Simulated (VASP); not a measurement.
Ca: single point with PBE

The system is Ca.

```
Ca
1.0
     2.91511    0.00000    0.00000
    -1.45756    2.52456    0.00000
     0.00000    0.00000    4.75628
Ca
2
Direct
  0.33333 0.66667 0.25000
  0.66667 0.33333 0.75000
```

This isn't the form of Ca at room conditions, which is fcc.

```yaml
Program: VASP 6.6.1
Task: single point
Functional: PBE
Potentials_or_basis: VASP PAW PBE potentials, release 64 (Ca_sv)
Cutoff: 520 eV
k_mesh: 15 × 15 × 8
Occupations: fermi-dirac, width 0.1 eV
Spin: no spin polarisation
```

```yaml
Pressure: 51.3 GPa
Band_gap_on_the_k_mesh: zero (bands 10 and 11 overlap by 1.29 eV)
```

Levels at points of the mesh, in eV from the Fermi level:
```
           k point  band 6  band 7  band 8  band 9  band 10  band 11  band 12  band 13  band 14  band 15
(0.00, 0.00, 0.00)  -20.64  -20.64  -20.63   -4.41    -1.46     2.95     3.25     3.25     3.28     4.09
(0.00, 0.00, 0.50)  -20.76  -20.76  -20.76   -2.39    -2.39     2.04     2.04     3.21     3.21     3.21
```

Wall time 49 s on 1 thread of Intel(R) Xeon(R) Platinum 8375C CPU @ 2.90GHz (Ice Lake) (shared host), peak memory 0.2 GiB.

Caveat: the cell stands under pressure.
